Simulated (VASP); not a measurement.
# Zn in VASP: further runs

Zn is run at these levels: PBE; tasks: relaxation of the atoms.

Everything below comes from runs of VASP 6.6.1. Logs are shortened: lines on timing, memory, paths and dates and some standing lists are left out, and cuts for length are marked.

## Step 1: The cell of the first run

The cell holds a slab with vacuum, 4 atoms: a = 2.636 Å, b = 2.636 Å, c = 23.639 Å, α = 90.00°, β = 90.00°, γ = 120.00°.

## Step 2: Relaxation of the atoms, PBE

Input file INCAR:

```
PREC = Accurate
ENCUT = 520
EDIFF = 1E-7
ISMEAR = -1
SIGMA = 0.08
LREAL = F
LASPH = T
NELM = 60
ALGO = Normal
ISIF = 2
LWAVE = F
LCHARG = F
LDIPOL = T
IDIPOL = 3
DIPOL = 0.5 0.5 0.500
GGA = PE
IBRION = 2
NSW = 60
EDIFFG = -0.01
KPAR = 2
```

Input file KPOINTS:

```
Automatic mesh
0
Gamma
  16 16 1
```

Input file POSCAR:

```
Zn
1.0
    2.6356265421      0.0000000000      0.0000000000
   -1.3178132710      2.2825195404      0.0000000000
    0.0000000000      0.0000000000     23.6388000000
Zn
4
Direct
    0.8333333330      0.1666666670      0.3384265333
    0.1666666670      0.8333333330      0.4461421780
    0.8333333330      0.1666666670      0.5538578220
    0.1666666670      0.8333333330      0.6615734667
```

Potentials or basis: VASP PAW PBE potentials, release 64 (Zn).

Launch:

```sh
cat potpaw_PBE.64/Zn/POTCAR > POTCAR
mpirun -np 2 vasp_std > vasp.out
```

OUTCAR:

```text
PREC = Accurate
   ENCUT = 520
   EDIFF = 1E-7
   ISMEAR = -1
   LREAL = F
   LASPH = T
   NELM = 60
   ISIF = 2
   GGA = PE
   IBRION = 2
   NSW = 60
   EDIFFG = -0.01

 ion  position               nearest neighbor table
   1  0.833  0.167  0.338-   2 2.97   2 2.97   2 2.97
   2  0.167  0.833  0.446-   3 2.97   3 2.97   3 2.97   1 2.97   1 2.97   1 2.97
   3  0.833  0.167  0.554-   2 2.97   2 2.97   2 2.97   4 2.97   4 2.97   4 2.97
   4  0.167  0.833  0.662-   3 2.97   3 2.97   3 2.97

  LATTYP: Found a hexagonal cell.
 ALAT       =     2.6356265421
 C/A-ratio  =     8.9689489851

  Lattice vectors:

 A1 = (   2.6356265421,   0.0000000000,   0.0000000000)
 A2 = (  -1.3178132710,   2.2825195404,   0.0000000000)
 A3 = (   0.0000000000,   0.0000000000,  23.6388000000)

Analysis of symmetry for initial positions (statically):
=====================================================================
 Subroutine PRICEL returns:
 Original cell was already a primitive cell.

 Routine SETGRP: Setting up the symmetry group for a
 hexagonal supercell.

 Subroutine GETGRP returns: Found 12 space group operations
 (whereof  4 operations were pure point group operations)
 out of a pool of 24 trial point group operations.

The static configuration has the point symmetry C_2h.
 The point group associated with its full space group is D_3d.

Analysis of symmetry for dynamics (positions and initial velocities):
=====================================================================
 Subroutine PRICEL returns:
 Original cell was already a primitive cell.

 Routine SETGRP: Setting up the symmetry group for a
 hexagonal supercell.

 Subroutine GETGRP returns: Found 12 space group operations
 (whereof  4 operations were pure point group operations)
 out of a pool of 24 trial point group operations.

The dynamic configuration has the point symmetry C_2h.
 The point group associated with its full space group is D_3d.

 Subroutine INISYM returns: Found 12 space group operations
 (whereof  4 operations are pure point group operations),
 and found     1 'primitive' translations

----------------------------------------------------------------------------------------

                                     Primitive cell

  volume of cell :     142.2079

  direct lattice vectors                    reciprocal lattice vectors
     2.635626542  0.000000000  0.000000000     0.379416425  0.219056175  0.000000000
    -1.317813271  2.282519540  0.000000000     0.000000000  0.438112350  0.000000000
     0.000000000  0.000000000 23.638800000     0.000000000  0.000000000  0.042303332

  length of vectors
     2.635626542  2.635626542 23.638800000     0.438112350  0.438112350  0.042303332

  position of ions in fractional coordinates (direct lattice)
     0.833333333  0.166666667  0.338426533
     0.166666667  0.833333333  0.446142178
     0.833333333  0.166666667  0.553857822
     0.166666667  0.833333333  0.661573467

  ion indices of the primitive-cell ions
   primitive index   ion index
                 1           1
                 2           2
                 3           3
                 4           4

----------------------------------------------------------------------------------------

 KPOINTS: Automatic mesh

Automatic generation of k-mesh.
 Grid dimensions read from file:
 generate k-points for:   16   16    1

 Generating k-lattice:

  Cartesian coordinates                     Fractional coordinates (reciprocal lattice)
     0.023713527  0.013691011  0.000000000     0.062500000  0.000000000  0.000000000
     0.000000000  0.027382022  0.000000000     0.000000000  0.062500000  0.000000000
     0.000000000  0.000000000  0.042303332     0.000000000  0.000000000  1.000000000

  Length of vectors
     0.027382022  0.027382022  0.042303332

  Shift w.r.t. Gamma in fractional coordinates (k-lattice)
     0.000000000  0.000000000  0.000000000

 Subroutine IBZKPT returns following result:
 ===========================================

 Found     30 irreducible k-points:

 Following reciprocal coordinates:
            Coordinates               Weight
  0.000000  0.000000  0.000000      1.000000
  0.062500  0.000000  0.000000      6.000000
  0.125000  0.000000  0.000000      6.000000
  0.187500  0.000000  0.000000      6.000000
  0.250000  0.000000  0.000000      6.000000
  0.312500  0.000000  0.000000      6.000000
[... 16 lines left out ...]
  0.187500  0.187500  0.000000      6.000000
  0.250000  0.187500  0.000000     12.000000
 [... further k-points ...]
   k-points           NKPTS =     30   k-points in BZ     NKDIM =     30   number of bands    NBANDS=     28
   number of dos      NEDOS =    301   number of ions     NIONS =      4
   total plane-waves  NPLWV =  72000
   dimension x,y,z NGX =    20 NGY =   20 NGZ =  180
   dimension x,y,z NGXF=    40 NGYF=   40 NGZF=  360
   ions per type =               4
   NGX,Y,Z   is equivalent  to a cutoff of  12.62, 12.62, 12.66 a.u.
   NGXF,Y,Z  is equivalent  to a cutoff of  25.23, 25.23, 25.32 a.u.
 SYSTEM =  unknown system
   PREC   = accura    normal or accurate (medium, high low for compatibility)
   ISTART =      0    job   : 0-new  1-cont  2-samecut
   ICHARG =      2    charge: 1-file 2-atom 10-const
   ISPIN  =      1    spin polarized calculation?
   LNONCOLLINEAR =      F non collinear calculations
   LSORBIT =      F    spin-orbit coupling
   LASPH  =      T    aspherical Exc in radial PAW
   ENCUT  =  520.0 eV  38.22 Ry    6.18 a.u.   4.90  4.90 43.95*2*pi/ulx,y,z
   NELM   =     60;   NELMIN=  2; NELMDL= -5     # of ELM steps
   EDIFF  = 0.1E-06   stopping-criterion for ELM
   LREAL  =      F    real-space projection
   EDIFFG = -.1E-01   stopping-criterion for IOM
   NSW    =     60    number of steps for IOM
   IBRION =      2    ionic relax: 0-MD 1-quasi-New 2-CG
   NFREE  =      1    steps in history (QN), initial steepest desc. (CG)
   ISIF   =      2    stress and relaxation
   ISYM   =      2    0-nonsym 1-usesym 2-fastsym
   POTIM  = 0.5000    time-step for ionic-motion
   TEBEG  =    0.0;   TEEND  =   0.0 temperature during run
   PSTRESS=    0.0 pullay stress
   NELECT =      48.0000    total number of electrons
   NUPDOWN=      -1.0000    fix difference up-down
   EMIN   =  10.00;   EMAX   =-10.00  energy-range for DOS
   EFERMI =   0.00;   METHOD = LEGACY
   ISMEAR =    -1;   SIGMA  =   0.08  broadening in eV -4-tet -1-fermi 0-gaus
   EFERMI_NEDOS =   21; number of points for ismear=-14 and -15
   IALGO  =     38    algorithm
   IMIX   =      4    mixing-type and parameters
     AMIX     =   0.40;   BMIX     =  1.00
     AMIX_MAG =   1.60;   BMIX_MAG =  1.00
  volume/ion in A,a.u.               =      35.55       239.92
  Fermi-wavevector in a.u.,A,eV,Ry     =   1.139849  2.154002 17.677446  1.299256
  Thomas-Fermi vector in A             =   2.276552
   LORBIT       =      0    0 simple, 1 ext, 2 COOP (PROOUT), +10 PAW based schemes
   GGA     = PE    functional components
   LHFCALC =     F    Hartree Fock is set to
   AEXX    =    0.0000 exact exchange contribution
   IVDW    =     0    specifies the selected vdW correction
   LEPSILON=     F    determine dielectric tensor
   LRPA    =     F    only Hartree local field effects (RPA)
 conjugate gradient relaxation of ions
 non-spin polarized calculation
  energy-cutoff  :      520.00
  volume of cell :      142.21
 maximum number of plane-waves:      3903
 NGX is ok and might be reduce to    20
   NGX =  9   NGY =  9   NGZ = 87

 dipolmoment           0.000000      0.000000     -0.000000 electrons x Angstroem

--------------------------------------- Ionic step        1  -------------------------------------------

 number of electron      48.0000026 magnetization

 Free energy of the ion-electron system (eV)
  ---------------------------------------------------
  ext. energy  EPLUGINS =         0.00000000
  ---------------------------------------------------
  free energy    TOTEN  =        -4.19231651 eV

  energy without entropy =       -4.16391557  energy(sigma->0) =       -4.17811604

------------------------ aborting loop because EDIFF is reached ----------------------------------------

  FORCE on cell =-STRESS in cart. coord.  units (eV):
  Direction    XX          YY          ZZ          XY          YZ          ZX
  --------------------------------------------------------------------------------------
  -------------------------------------------------------------------------------------
  Total       -0.3273970     -0.3273970     -0.9223657     -0.0000000      0.0000000     -0.0000000
  in kB       -3.6885994     -3.6885994    -10.3917792     -0.0000000      0.0000000     -0.0000000
  external PRESSURE =      -5.9229926 kB  Pullay stress =       0.0000000 kB

 VOLUME and BASIS-vectors are now :
 -----------------------------------------------------------------------------
  energy-cutoff  :      520.00
  volume of cell :      142.21
      direct lattice vectors                 reciprocal lattice vectors
     2.635626542  0.000000000  0.000000000     0.379416425  0.219056175  0.000000000
    -1.317813271  2.282519540  0.000000000     0.000000000  0.438112350  0.000000000
     0.000000000  0.000000000 23.638800000     0.000000000  0.000000000  0.042303332
[... 267 lines left out ...]
 POSITION                                       TOTAL-FORCE (eV/Angst)
 -----------------------------------------------------------------------------------
      1.97672      0.38042      8.14594         0.000000      0.000000     -0.009586
     -0.65891      1.90210     10.62861        -0.000000      0.000000      0.020150
      1.97672      0.38042     13.01019        -0.000000      0.000000     -0.020150
     -0.65891      1.90210     15.49286        -0.000000      0.000000      0.009586
 -----------------------------------------------------------------------------------
    total drift:                                0.000001     -0.000000      0.000000

  FREE ENERGIE OF THE ION-ELECTRON SYSTEM (eV)
  ---------------------------------------------------
  free  energy   TOTEN  =        -4.2188249736 eV

  energy  without entropy=       -4.2022136185  energy(sigma->0) =       -4.21051930

--------------------------------------- Ionic step        9  -------------------------------------------

 number of electron      48.0000019 magnetization

 dipolmoment           0.000000      0.000000      0.000000 electrons x Angstroem

 Free energy of the ion-electron system (eV)
  ---------------------------------------------------
  ext. energy  EPLUGINS =         0.00000000
  ---------------------------------------------------
  free energy    TOTEN  =        -4.21891958 eV

  energy without entropy =       -4.20262568  energy(sigma->0) =       -4.21077263

 E-fermi :  -0.9845     XC(G=0):  -5.5266

 val. band max:       -1.1041562637   @ k =   0.3125   0.2500   0.0000
 cond. band min:      -0.8483839561   @ k =   0.1875   0.1250   0.0000
 fundamental gap:      0.2557723077
 Fermi energy:        -0.9844661514

 k-point     1 :       0.0000    0.0000    0.0000
  band No.  band energies     occupation
      1     -11.2963      2.00000
      2     -10.3325      2.00000
      3      -9.6916      2.00000
      4      -9.6265      2.00000
      5      -8.8895      2.00000
      6      -8.6972      2.00000
[... 20 lines left out ...]
     27       1.9705      0.00000
[... 691 lines left out ...]
      6      -8.7972      2.00000
[... 20 lines left out ...]
     27       3.7195      0.00000
     28       4.2893      0.00000

 [... further k-points ...]

------------------------ aborting loop because EDIFF is reached ----------------------------------------

 vacuum level on the upper side and lower side of the slab       (xc-potential included)        -0.022        -0.022

  FORCE on cell =-STRESS in cart. coord.  units (eV):
  Direction    XX          YY          ZZ          XY          YZ          ZX
  --------------------------------------------------------------------------------------
  -------------------------------------------------------------------------------------
  Total        0.0414290      0.0414290      0.0324621      0.0000000      0.0000000     -0.0000000
  in kB        0.4667578      0.4667578      0.3657329      0.0000000      0.0000000     -0.0000000
  external PRESSURE =       0.4330828 kB  Pullay stress =       0.0000000 kB

 VOLUME and BASIS-vectors are now :
 -----------------------------------------------------------------------------
  energy-cutoff  :      520.00
  volume of cell :      142.21
      direct lattice vectors                 reciprocal lattice vectors
     2.635626542  0.000000000  0.000000000     0.379416425  0.219056175  0.000000000
    -1.317813271  2.282519540  0.000000000     0.000000000  0.438112350  0.000000000
     0.000000000  0.000000000 23.638800000     0.000000000  0.000000000  0.042303332

 POSITION                                       TOTAL-FORCE (eV/Angst)
 -----------------------------------------------------------------------------------
      1.97672      0.38042      8.14522         0.000000      0.000000     -0.003736
     -0.65891      1.90210     10.63291        -0.000000     -0.000000     -0.000789
      1.97672      0.38042     13.00589         0.000000      0.000000      0.000789
     -0.65891      1.90210     15.49358        -0.000000     -0.000000      0.003736
 -----------------------------------------------------------------------------------
    total drift:                                0.000001     -0.000000      0.000000

  FREE ENERGIE OF THE ION-ELECTRON SYSTEM (eV)
  ---------------------------------------------------
  free  energy   TOTEN  =        -4.2189195809 eV

  energy  without entropy=       -4.2026256769  energy(sigma->0) =       -4.21077263

 reached required accuracy - stopping structural energy minimisation

 vacuum level on the upper side and lower side of the slab         3.001         3.001
```

Run time: 4.4 min. Hardware: 2 MPI ranks of Intel Xeon Platinum 8488C (Sapphire Rapids), shared host; peak memory 0.29 GiB.

Results:

| Quantity | Value |
| --- | --- |
| Free energy | -4.2189 eV |
| Energy gained by relaxing | 6.7 meV/atom |
| Ionic steps | 9 |
| Largest force after relaxing | 0.004 eV/Å |
| Band gap on the k mesh | zero (bands 24 and 25 overlap by 3.67 eV) |

Forces in eV/Å, atoms in the order of the input:
```
Zn   0.000  0.000 -0.004
Zn   0.000  0.000 -0.001
Zn   0.000  0.000  0.001
Zn   0.000  0.000  0.004
```

Step by step:
| step | energy change (eV) | largest force (eV/Å) | pressure (GPa) |
| --- | --- | --- | --- |
| 1 | 0.0000 | 0.1545 | -0.59 |
| 2 | -0.0026 | 0.1369 | -0.58 |
| 3 | -0.0091 | 0.0883 | -0.53 |
| 4 | -0.0143 | 0.1147 | -0.40 |
| 5 | -0.0182 | 0.0970 | -0.32 |
| 6 | -0.0248 | 0.0758 | -0.06 |
| 7 | -0.0253 | 0.0803 | 0.06 |
| 8 | -0.0265 | 0.0202 | 0.04 |
| 9 | -0.0266 | 0.0037 | 0.04 |

Final structure:
```cif
data_structure
_symmetry_space_group_name_H-M 'P 1'
_symmetry_Int_Tables_number 1
_cell_length_a 2.6356
_cell_length_b 2.6356
_cell_length_c 23.6388
_cell_angle_alpha 90.000
_cell_angle_beta 90.000
_cell_angle_gamma 120.000
_cell_volume 142.21
loop_
_atom_site_label
_atom_site_type_symbol
_atom_site_fract_x
_atom_site_fract_y
_atom_site_fract_z
_atom_site_occupancy
Zn1 Zn 0.83333 0.16667 0.34457 1
Zn2 Zn 0.16667 0.83333 0.44981 1
Zn3 Zn 0.83333 0.16667 0.55019 1
Zn4 Zn 0.16667 0.83333 0.65543 1
```

## Step 3: Relaxation of the atoms, PBE

Input file INCAR:

```
SYSTEM = Zn
PREC     = Accurate       ! precision mode
ENCUT    = 520            ! plane-wave cutoff, eV
EDIFF    = 1E-7           ! SCF threshold, eV
ISMEAR   = -1             ! smearing method
SIGMA    = 0.08           ! smearing width, eV
LREAL    = .False.        ! projectors in reciprocal space
LASPH    = .True.         ! aspherical terms in the spheres
NELM     = 60             ! most SCF steps
ALGO     = Normal         ! electronic algorithm
ISIF     = 2              ! what is computed and relaxed
LWAVE    = .False.        ! write WAVECAR
LCHARG   = .False.        ! write CHGCAR
LDIPOL   = .True.       
IDIPOL   = 3            
DIPOL    = 0.5 0.5 0.500
GGA      = PE             ! functional
IBRION   = 2              ! ionic algorithm
NSW      = 32             ! ionic steps
EDIFFG   = -0.01          ! ionic threshold
KPAR     = 2
```

Input file KPOINTS:

```
Automatic mesh
0
Gamma
  16 16 1
  0 0 0
```

Input file POSCAR:

```
Zn
1.0
    2.6356265421      0.0000000000      0.0000000000
   -1.3178132710      2.2825195404      0.0000000000
    0.0000000000      0.0000000000     23.6388000000
Zn
4
Direct
    0.8333333333      0.1666666667      0.3447969002
    0.1666666667      0.8333333333      0.4498657614
    0.8333333333      0.1666666667      0.5501342389
    0.1666666667      0.8333333333      0.6552030995
```

Potentials or basis: VASP PAW PBE potentials, release 64 (Zn).

Launch:

```sh
cat potpaw_PBE.64/Zn/POTCAR > POTCAR
mpirun -np 2 vasp_std > vasp.out
```

It took 62 s on 2 MPI ranks of Intel Xeon Platinum 8488C (Sapphire Rapids), shared host; peak memory 0.28 GiB.

The run converged. Its results:

- Free energy: -4.2189 eV
- Largest force after relaxing: 0.009 eV/Å
- Band gap on the k mesh: zero (bands 24 and 25 overlap by 3.66 eV)

Forces on the atoms (eV/Å):
```
Zn   0.000  0.000 -0.009
Zn   0.000  0.000 -0.001
Zn   0.000  0.000  0.001
Zn   0.000  0.000  0.009
```

Final structure:
```yaml
crystal:
  lattice:
    - [2.63563, 0.00000, 0.00000]
    - [-1.31781, 2.28252, 0.00000]
    - [0.00000, 0.00000, 23.63880]
  atoms:
    - { symbol: Zn, position: [0.83333, 0.16667, 0.34480] }
    - { symbol: Zn, position: [0.16667, 0.83333, 0.44987] }
    - { symbol: Zn, position: [0.83333, 0.16667, 0.55013] }
    - { symbol: Zn, position: [0.16667, 0.83333, 0.65520] }
```

Levels at points of the mesh, in eV from the Fermi level:
| k point | band 20 | band 21 | band 22 | band 23 | band 24 | band 25 | band 26 | band 27 | band 28 |
| --- | --- | --- | --- | --- | --- | --- | --- | --- | --- |
| (0.00, 0.00, 0.00) | -7.00 | -6.99 | -6.99 | -6.80 | -4.65 | -2.52 | 0.66 | 2.96 | 3.95 |
| (0.50, 0.00, 0.00) | -6.69 | -2.62 | -2.06 | -1.59 | -1.36 | 0.65 | 0.91 | 1.97 | 2.78 |

Caveat: the relaxation stopped at its first step, so nothing moved.

The gap in the log of VASP goes by the Fermi energy; the results here count the filled bands.